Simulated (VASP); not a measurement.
# Mn (Im-3m) in VASP: notebook

The runs below take Mn through single point, with PBE.

All numbers are computed with VASP 6.6.1; they aren't measurements. Logs are shortened: lines on timing, memory, paths and dates and some standing lists are left out, and cuts for length are marked.

**1. The cell of the first run**

The structure is cubic, space group Im-3m (No. 229). The conventional cell has a = 2.746 Å, b = 2.746 Å, c = 2.746 Å, α = 90.00°, β = 90.00°, γ = 90.00°. Mn (site symmetry m-3m) has 14 Mn at 2.38 to 2.75 Å within 3.1 Å.

**2. Single point, PBE**

File INCAR:

```
PREC = Accurate
ENCUT = 520
EDIFF = 1E-7
ISMEAR = -1
SIGMA = 0.06122561905347299
LREAL = F
LASPH = T
NELM = 80
ALGO = Normal
ISIF = 2
LWAVE = F
LCHARG = F
GGA = PE
NBANDS = 12
```

File KPOINTS:

```
regular mesh
0
Gamma
  28 28 28
```

File POSCAR:

```
Mn
1.0
   -1.3730911922      1.3730911922      1.3730911922
    1.3730911922     -1.3730911922      1.3730911922
    1.3730911922      1.3730911922     -1.3730911922
Mn
1
Direct
    0.0000000000      0.0000000000      0.0000000000
```

Potentials or basis: VASP PAW PBE potentials, release 64 (Mn_pv).

Run with:

```sh
cat potpaw_PBE.64/Mn_pv/POTCAR > POTCAR
mpirun -np 1 vasp_std > vasp.out
```

OUTCAR:

```text
PREC = Accurate
   ENCUT = 520
   EDIFF = 1E-7
   ISMEAR = -1
   LREAL = F
   LASPH = T
   NELM = 80
   ISIF = 2
   GGA = PE

 ion  position               nearest neighbor table
   1  0.000  0.000  0.000-

  LATTYP: Found a body centered cubic cell.
 ALAT       =     2.7461823844

  Lattice vectors:

 A1 = (  -1.3730911922,   1.3730911922,   1.3730911922)
 A2 = (   1.3730911922,  -1.3730911922,   1.3730911922)
 A3 = (   1.3730911922,   1.3730911922,  -1.3730911922)

Analysis of symmetry for initial positions (statically):
=====================================================================
 Subroutine PRICEL returns:
 Original cell was already a primitive cell.

 Routine SETGRP: Setting up the symmetry group for a
 body centered cubic supercell.

 Subroutine GETGRP returns: Found 48 space group operations
 (whereof 48 operations were pure point group operations)
 out of a pool of 48 trial point group operations.

The static configuration has the point symmetry O_h .

Analysis of symmetry for dynamics (positions and initial velocities):
=====================================================================
 Subroutine PRICEL returns:
 Original cell was already a primitive cell.

 Routine SETGRP: Setting up the symmetry group for a
 body centered cubic supercell.

 Subroutine GETGRP returns: Found 48 space group operations
 (whereof 48 operations were pure point group operations)
 out of a pool of 48 trial point group operations.

The dynamic configuration has the point symmetry O_h .

 Subroutine INISYM returns: Found 48 space group operations
 (whereof 48 operations are pure point group operations),
 and found     1 'primitive' translations

----------------------------------------------------------------------------------------

                                     Primitive cell

  volume of cell :      10.3552

  direct lattice vectors                    reciprocal lattice vectors
    -1.373091192  1.373091192  1.373091192     0.000000000  0.364141874  0.364141874
     1.373091192 -1.373091192  1.373091192     0.364141874  0.000000000  0.364141874
     1.373091192  1.373091192 -1.373091192     0.364141874  0.364141874  0.000000000

  length of vectors
     2.378263708  2.378263708  2.378263708     0.514974377  0.514974377  0.514974377

  position of ions in fractional coordinates (direct lattice)
     0.000000000  0.000000000  0.000000000

  ion indices of the primitive-cell ions
   primitive index   ion index
                 1           1

----------------------------------------------------------------------------------------

 KPOINTS: regular mesh

Automatic generation of k-mesh.
 Grid dimensions read from file:
 generate k-points for:   28   28   28

 Generating k-lattice:

  Cartesian coordinates                     Fractional coordinates (reciprocal lattice)
     0.000000000  0.013005067  0.013005067     0.035714286  0.000000000  0.000000000
     0.013005067  0.000000000  0.013005067     0.000000000  0.035714286  0.000000000
     0.013005067  0.013005067  0.000000000     0.000000000  0.000000000  0.035714286

  Length of vectors
     0.018391942  0.018391942  0.018391942

  Shift w.r.t. Gamma in fractional coordinates (k-lattice)
     0.000000000  0.000000000  0.000000000

 Subroutine IBZKPT returns following result:
 ===========================================

 Found    624 irreducible k-points:

 Following reciprocal coordinates:
            Coordinates               Weight
  0.000000  0.000000  0.000000      1.000000
  0.035714  0.000000  0.000000     12.000000
  0.071429  0.000000  0.000000     12.000000
  0.107143  0.000000  0.000000     12.000000
  0.142857  0.000000  0.000000     12.000000
  0.178571  0.000000  0.000000     12.000000
[... 16 lines left out ...]
  0.285714  0.035714 -0.000000     48.000000
  0.321429  0.035714  0.000000     48.000000
 [... further k-points ...]
   k-points           NKPTS =    624   k-points in BZ     NKDIM =    624   number of bands    NBANDS=     12
   number of dos      NEDOS =    301   number of ions     NIONS =      1
   total plane-waves  NPLWV =   5832
   dimension x,y,z NGX =    18 NGY =   18 NGZ =   18
   dimension x,y,z NGXF=    36 NGYF=   36 NGZF=   36
   ions per type =               1
   NGX,Y,Z   is equivalent  to a cutoff of  12.58, 12.58, 12.58 a.u.
   NGXF,Y,Z  is equivalent  to a cutoff of  25.16, 25.16, 25.16 a.u.
 SYSTEM =  unknown system
   PREC   = accura    normal or accurate (medium, high low for compatibility)
   ISTART =      0    job   : 0-new  1-cont  2-samecut
   ICHARG =      2    charge: 1-file 2-atom 10-const
   ISPIN  =      1    spin polarized calculation?
   LNONCOLLINEAR =      F non collinear calculations
   LSORBIT =      F    spin-orbit coupling
   LASPH  =      T    aspherical Exc in radial PAW
   ENCUT  =  520.0 eV  38.22 Ry    6.18 a.u.   4.42  4.42  4.42*2*pi/ulx,y,z
   NELM   =     80;   NELMIN=  2; NELMDL= -5     # of ELM steps
   EDIFF  = 0.1E-06   stopping-criterion for ELM
   LREAL  =      F    real-space projection
   EDIFFG = 0.1E-05   stopping-criterion for IOM
   NSW    =      0    number of steps for IOM
   IBRION =     -1    ionic relax: 0-MD 1-quasi-New 2-CG
   NFREE  =      0    steps in history (QN), initial steepest desc. (CG)
   ISIF   =      2    stress and relaxation
   ISYM   =      2    0-nonsym 1-usesym 2-fastsym
   POTIM  = 0.5000    time-step for ionic-motion
   TEBEG  =    0.0;   TEEND  =   0.0 temperature during run
   PSTRESS=    0.0 pullay stress
   NELECT =      13.0000    total number of electrons
   NUPDOWN=      -1.0000    fix difference up-down
   EMIN   =  10.00;   EMAX   =-10.00  energy-range for DOS
   EFERMI =   0.00;   METHOD = LEGACY
   ISMEAR =    -1;   SIGMA  =   0.06  broadening in eV -4-tet -1-fermi 0-gaus
   EFERMI_NEDOS =   21; number of points for ismear=-14 and -15
   IALGO  =     38    algorithm
   IMIX   =      4    mixing-type and parameters
     AMIX     =   0.40;   BMIX     =  1.00
     AMIX_MAG =   1.60;   BMIX_MAG =  1.00
  volume/ion in A,a.u.               =      10.36        69.88
  Fermi-wavevector in a.u.,A,eV,Ry     =   1.766051  3.337352 42.435701  3.118936
  Thomas-Fermi vector in A             =   2.833711
   LORBIT       =      0    0 simple, 1 ext, 2 COOP (PROOUT), +10 PAW based schemes
   GGA     = PE    functional components
   LHFCALC =     F    Hartree Fock is set to
   AEXX    =    0.0000 exact exchange contribution
   IVDW    =     0    specifies the selected vdW correction
   LEPSILON=     F    determine dielectric tensor
   LRPA    =     F    only Hartree local field effects (RPA)
 non-spin polarized calculation
  energy-cutoff  :      520.00
  volume of cell :       10.36
 maximum number of plane-waves:       321
 NGX is ok and might be reduce to    18
   NGX =  9   NGY =  9   NGZ =  9

 number of electron      12.9999978 magnetization

 Free energy of the ion-electron system (eV)
  ---------------------------------------------------
  ext. energy  EPLUGINS =         0.00000000
  ---------------------------------------------------
  free energy    TOTEN  =        -8.83503166 eV

  energy without entropy =       -8.80894172  energy(sigma->0) =       -8.82198669

 E-fermi :  11.4022     XC(G=0): -14.2506

 val. band max:       11.4017898924   @ k =   0.2143   0.0000   0.0000
 cond. band min:      11.4023739945   @ k =  -0.2857   0.5000   0.0714
 fundamental gap:      0.0005841021
 Fermi energy:        11.4021500829

 k-point     1 :       0.0000    0.0000    0.0000
  band No.  band energies     occupation
      1     -36.6041      2.00000
      2     -36.6041      2.00000
      3     -36.6041      2.00000
      4       2.5625      2.00000
      5       9.7134      2.00000
      6       9.7134      2.00000
      7       9.7134      2.00000
      8      11.7479      0.00703
      9      11.7479      0.00703
     10      35.4266      0.00000
     11      35.4266      0.00000
     12      35.4266      0.00000

 k-point     2 :       0.0357    0.0000    0.0000
  band No.  band energies     occupation
      1     -36.6152      2.00000
      2     -36.6075      2.00000
      3     -36.6041      2.00000
      4       2.6219      2.00000
      5       9.6919      2.00000
      6       9.7107      2.00000
      7       9.7517      2.00000
      8      11.7235      0.01045
      9      11.7494      0.00686
     10      35.2480      0.00000
     11      35.4043      0.00000
     12      35.4589      0.00000

 k-point     3 :       0.0714    0.0000    0.0000
  band No.  band energies     occupation
      1     -36.6483      2.00000
      2     -36.6178      2.00000
      3     -36.6043      2.00000
      4       2.7981      2.00000
      5       9.6288      2.00000
      6       9.7002      2.00000
      7       9.8654      2.00000
      8      11.6569      0.03070
      9      11.7543      0.00634
     10      34.7347      0.00000
     11      35.3152      0.00000
     12      35.5514      0.00000

 k-point     4 :       0.1071    0.0000    0.0000
  band No.  band energies     occupation
      1     -36.7013      2.00000
      2     -36.6343      2.00000
      3     -36.6046      2.00000
      4       3.0851      2.00000
      5       9.5285      2.00000
      6       9.6747      2.00000
      7      10.0513      2.00000
      8      11.5666      0.12762
      9      11.7632      0.00548
     10      33.9358      0.00000
     11      35.1047      0.00000
     12      35.6955      0.00000

 k-point     5 :       0.1429    0.0000    0.0000
  band No.  band energies     occupation
      1     -36.7712      2.00000
      2     -36.6561      2.00000
      3     -36.6049      2.00000
      4       3.4722      2.00000
      5       9.3974      2.00000
      6       9.6267      2.00000
      7      10.3041      2.00000
      8      11.4788      0.44470
      9      11.7771      0.00437
     10      32.8984      0.00000
     11      34.7199      0.00000
     12      35.8775      0.00000
[... 228 lines left out ...]
      1     -36.9980      2.00000
      2     -36.7260      2.00000
      3     -36.6103      2.00000
      4       4.7758      2.00000
      5       8.9918      2.00000
      6       9.4152      2.00000
      7      11.2152      1.90990
      8      11.3868      1.12478
      9      11.8610      0.00111
     10      29.5864      0.00000
     11      32.9269      0.00000
     12      36.4290      0.00000

 k-point    22 :       0.2500    0.0357    0.0000
  band No.  band energies     occupation
      1     -37.0925      2.00000
      2     -36.7573      2.00000
      3     -36.6109      2.00000
      4       5.2978      2.00000
      5       8.8213      2.00000
      6       9.4160      2.00000
      7      11.4243      0.82096
      8      11.6323      0.04552
      9      11.8994      0.00059
     10      28.1068      0.00000
     11      32.2107      0.00000
     12      36.4922      0.00000

 k-point    23 :       0.2857    0.0357   -0.0000
  band No.  band energies     occupation
      1     -37.1839      2.00000
      2     -36.7877      2.00000
      3     -36.6115      2.00000
      4       5.7368      2.00000
      5       8.6594      2.00000
      6       9.5544      2.00000
      7      11.4964      0.35312
      8      11.9384      0.00031
      9      12.0578      0.00004
     10      26.6147      0.00000
     11      31.5274      0.00000
     12      36.1751      0.00000

 k-point    24 :       0.3214    0.0357    0.0000
  band No.  band energies     occupation
      1     -37.2677      2.00000
      2     -36.8157      2.00000
      3     -36.6120      2.00000
      4       6.0346      2.00000
      5       8.5133      2.00000
      6       9.8796      2.00000
      7      11.5813      0.10180
      8      11.9859      0.00014
      9      12.4720      0.00000
     10      25.1611      0.00000
     11      30.9126      0.00000
     12      35.4430      0.00000

 [... further k-points ...]

------------------------ aborting loop because EDIFF is reached ----------------------------------------

  FORCE on cell =-STRESS in cart. coord.  units (eV):
  Direction    XX          YY          ZZ          XY          YZ          ZX
  --------------------------------------------------------------------------------------
  -------------------------------------------------------------------------------------
  Total        0.7869526      0.7869526      0.7869526     -0.0000000      0.0000000      0.0000000
  in kB      121.7589934    121.7589934    121.7589934     -0.0000000      0.0000000      0.0000000
  external PRESSURE =     121.7589934 kB  Pullay stress =       0.0000000 kB

 VOLUME and BASIS-vectors are now :
 -----------------------------------------------------------------------------
  energy-cutoff  :      520.00
  volume of cell :       10.36
      direct lattice vectors                 reciprocal lattice vectors
    -1.373091192  1.373091192  1.373091192     0.000000000  0.364141874  0.364141874
     1.373091192 -1.373091192  1.373091192     0.364141874  0.000000000  0.364141874
     1.373091192  1.373091192 -1.373091192     0.364141874  0.364141874  0.000000000

 POSITION                                       TOTAL-FORCE (eV/Angst)
 -----------------------------------------------------------------------------------
      0.00000      0.00000      0.00000        -0.000000      0.000000     -0.000000
 -----------------------------------------------------------------------------------
    total drift:                                0.000000      0.000000      0.000000

  FREE ENERGIE OF THE ION-ELECTRON SYSTEM (eV)
  ---------------------------------------------------
  free  energy   TOTEN  =        -8.8350316639 eV

  energy  without entropy=       -8.8089417243  energy(sigma->0) =       -8.82198669
```

Wall time 25 s (1 thread of Intel Xeon 6975P-C (Granite Rapids), shared host); peak memory 0.19 GiB.

What came out:

| Item | Value |
| --- | --- |
| Free energy | -8.8350 eV |
| Pressure | 12.2 GPa |

Caveat: the run has no spin polarisation, though such a crystal can be magnetic. Spin polarisation is off, so any magnetic state and its effect on volume and gap are missing.

**3. Single point, PBE**

File INCAR:

```
SYSTEM = Mn
PREC = Accurate
ENCUT = 520
EDIFF = 1E-7
ISMEAR = -1
SIGMA = 0.06122561905347299
LREAL = .FALSE.
LASPH = .TRUE.
NELM = 100
ALGO = Normal
ISIF = 2
LWAVE = .FALSE.
LCHARG = .FALSE.
GGA = PE
NBANDS = 12
```

File KPOINTS:

```
Automatic mesh
0
G
  28 28 28
  0 0 0
```

POSCAR is that of step 2.

Potentials or basis: VASP PAW PBE potentials, release 64 (Mn_pv).

Run with:

```sh
cat potpaw_PBE.64/Mn_pv/POTCAR > POTCAR
mpirun -np 1 vasp_std > vasp.out
```

Run time: 30 s. Hardware: 1 thread of Intel Xeon 6975P-C (Granite Rapids), shared host; peak memory 0.19 GiB.

Results (log left out):

- Free energy: -8.8350 eV
- Pressure: 12.2 GPa

Levels at points of the mesh, in eV from the Fermi level:
```tsv
k point	band 4	band 5	band 6	band 7	band 8	band 9
(0.00, 0.00, 0.00)	-8.84	-1.69	-1.69	-1.69	0.35	0.35
(0.50, 0.00, 0.00)	-5.20	-3.22	0.35	0.67	0.70	2.03
(0.50, 0.50, 0.50)	-5.08	-5.08	1.64	1.64	1.64	10.92
```

Caveat: the run has no spin polarisation, though such a crystal can be magnetic.
